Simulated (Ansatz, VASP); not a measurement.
# One calculation of K, two programs

```
K
1.0
     4.95353    0.00000    0.00000
     0.00000    4.95353    0.00000
     0.00000    0.00000    3.26388
K
1
Direct
  0.00000 0.00000 0.00000
```

Alike in both runs: task single point; functional r2SCAN; k mesh 12 × 12 × 12; occupations gaussian, width 0.15 eV; no spin polarisation.

```csv
,VASP,Ansatz
version,VASP 6.6.1,Ansatz 0.2.0
potentials or method,"VASP PAW PBE potentials, release 64 (K_sv), cutoff 520 eV","scalar-relativistic, plane waves, PAW"
valence electrons in the cell,9,9
```

|  | VASP | Ansatz | Ansatz less VASP |
| --- | --- | --- | --- |
| gap on the k mesh at the Fermi level (eV) | none | none | - |
| pressure (GPa) | 0.5 | 0.5 | +0.02 |
| traceless stress, the component that is largest in VASP (GPa) | 3.22 | 3.20 | -0.013 |

VASP's potentials were made for PBE, not for r2SCAN. A gap of «none» marks a metal or a gap that the smearing closes.
